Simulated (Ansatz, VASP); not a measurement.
**V in VASP and in Ansatz**

```
V
1.0
    -1.49797    1.49797    1.49797
     1.49797   -1.49797    1.49797
     1.49797    1.49797   -1.49797
V
1
Cartesian
  0.0000 0.0000 0.0000
```

Alike in both runs: functional PBE; k mesh 15 × 15 × 15; occupations fermi-dirac, width 0.05 eV; collinear spin.

Ansatz relaxed the structure, and its values are those at the end. VASP's run is a single point on that final structure, the one shown.

```csv
,VASP,Ansatz
version,VASP 6.6.1,Ansatz 0.2.0
potentials or method,"VASP PAW PBE potentials, release 64 (V_sv), cutoff 520 eV","all-electron LAPW, scalar-relativistic"
```

VASP gave:

* pressure (GPa): 0.2
* net moment per atom (μB): 0.00

Question: Estimate Ansatz's values.

Answer: Pressure (GPa): 0.0; net moment per atom (μB): 0.00.

Ansatz ran all-electron here, and VASP with PAW potentials. Ansatz's warnings: seeded moment not kept.
